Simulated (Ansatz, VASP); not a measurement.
## MgO: VASP beside Ansatz

```
CELL_PARAMETERS angstrom
0.00000 2.16200 2.16200
2.16200 0.00000 2.16200
2.16200 2.16200 0.00000
ATOMIC_POSITIONS crystal
Mg 0.00000 0.00000 0.00000
O 0.50000 0.50000 0.50000
```

Alike in both runs: task single point; functional PBE; k mesh 7 × 7 × 7; occupations fermi-dirac, width 0.02 eV; no spin polarisation.

```csv
,VASP,Ansatz
version,VASP 6.6.1,Ansatz 0.2.0
potentials or method,"VASP PAW PBE potentials, release 64 (Mg_sv, O), cutoff 840 eV","PAW, plane waves, scalar-relativistic"
valence electrons in the cell,16,16
```

|  | VASP | Ansatz | Ansatz less VASP |
| --- | --- | --- | --- |
| gap on the k mesh at the Fermi level (eV) | 4.01 | 4.02 | +0.005 |
| pressure (GPa) | -6.6 | -6.6 | +0.02 |

The functional is the same, so the differences come from potentials, cutoffs and numerics.
